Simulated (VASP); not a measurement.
Runs of VASP 6.6.1 on MgS. The structure is that of space group F-43m (No. 216), or close to it. The cells are those of the table. 

```csv
task,level,cell,k mesh,cutoff (eV),smearing,grid for exact exchange (PRECFOCK),gap on the mesh (eV),pressure (GPa)
dielectric tensor,PBE,"a = 4.003 Å, angles 60.0°, 2 atoms",6 × 6 × 6,520,gaussian 0.01 eV,-,(b),-
single point,PBE,"a = 4.029 Å, angles 60.0°, 2 atoms",8 × 8 × 8,520,fermi-dirac 0.02 eV,-,3.37,-0.1
relaxation of cell and atoms,PBE,"relaxed from a = 4.007 Å, angles 60.0°, 2 atoms",8 × 8 × 8,600,fermi-dirac 0.02 eV,-,3.38,0.0
single point,r2SCAN0,"a = 4.003 Å, angles 60.0°, 2 atoms",6 × 6 × 6,520,gaussian 0.01 eV,Normal,5.59,(a)
```

Alike in all rows: potentials or basis VASP PAW PBE potentials, release 64 (Mg, S); no spin polarisation.

Question: Fill in the values left out.

Answer: (a) -0.8; (b) 3.46.

Caveats: the PAW data sets were made with another functional, which shifts forces and pressure a little (some runs).

A k mesh can miss the band edges.
